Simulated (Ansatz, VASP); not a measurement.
Two plane-wave programs on C

Contents of INCAR:

```
PREC     = Accurate       # precision mode
ENCUT    = 520            # plane-wave cutoff, eV
EDIFF    = 1E-6           # SCF threshold, eV
ISMEAR   = 0              # smearing method
SIGMA    = 0.15           # smearing width, eV
LREAL    = False          # projectors in reciprocal space
LASPH    = True           # aspherical terms in the spheres
NELM     = 100            # most SCF steps
ALGO     = Normal         # electronic algorithm
ISIF     = 2              # what is computed and relaxed
LWAVE    = False          # write WAVECAR
LCHARG   = False          # write CHGCAR
GGA      = PS             # functional
IVDW     = 12             # dispersion correction
NBANDS   = 11             # bands
```

File KPOINTS:

```
regular mesh
0
Gamma
  21 21 12
```

POSCAR

```
C
1.0
    2.5190997031      0.0000000000      0.0000000000
   -1.2595498516      2.1816043375      0.0000000000
    0.0000000000      0.0000000000      3.6177192973
C
2
Direct
    0.3239365790      0.6478731580      0.0000000000
    0.6760634210      0.3521268420      0.0000000000
```

Input for Ansatz:

```yaml
crystal:
  lattice:
    - [2.5190997031, 0.0, 0.0]
    - [-1.2595498516, 2.1816043375, 0.0]
    - [0.0, 0.0, 3.6177192973]
  atoms:
    - { symbol: C, position: [0.323936579, 0.647873158, 0.0] }
    - { symbol: C, position: [0.676063421, 0.352126842, 0.0] }
basis:
  ecutwfc: 520.0
kpoints:
  mp_grid: { grid: [21, 21, 12] }
hamiltonian:
  xc: pbesol
  pseudopotentials: { kind: paw, azcp: { folder: soft_1 } }
  dispersion: d3bj
scf:
  occupations: { method: gaussian, width: 0.15 }
output:
  forces: true
  stress: true
  eigenvalues: true
  write_density: true
  write_potential: true
  elf: true
  volumetric_format: npy
```

Change from the starting cell: mode 6 frozen in at -0.040 Å, equal normal strain along x, y and z +0.0250.

Alike in both runs: task single point; functional PBEsol; dispersion D3(BJ); k mesh 21 × 21 × 12; occupations gaussian, width 0.15 eV; no spin polarisation.

|  | VASP | Ansatz |
| --- | --- | --- |
| version | VASP 6.6.1 | Ansatz 0.2.0 |
| potentials or method | VASP PAW PBE potentials, release 64 (C), cutoff 520 eV | scalar-relativistic, plane waves, PAW |
| valence electrons in the cell | 8 | 8 |

|  | VASP | Ansatz | Ansatz less VASP |
| --- | --- | --- | --- |
| gap on the k mesh at the Fermi level (eV) | none | none | - |
| pressure (GPa) | -15.2 | -15.8 | -0.55 |
| traceless stress, the component that is largest in VASP (GPa) | 14.63 | 15.26 | +0.629 |
| rms of the force components (eV/Å) | 1.958 | 1.948 | -0.0108 |

VASP's potentials were made for PBE, not for PBEsol, and Ansatz warns of the same on its side. Atom by atom the forces differ by 0.011 eV/Å (rms over components). A gap of «none» marks a metal or a gap that the smearing closes.
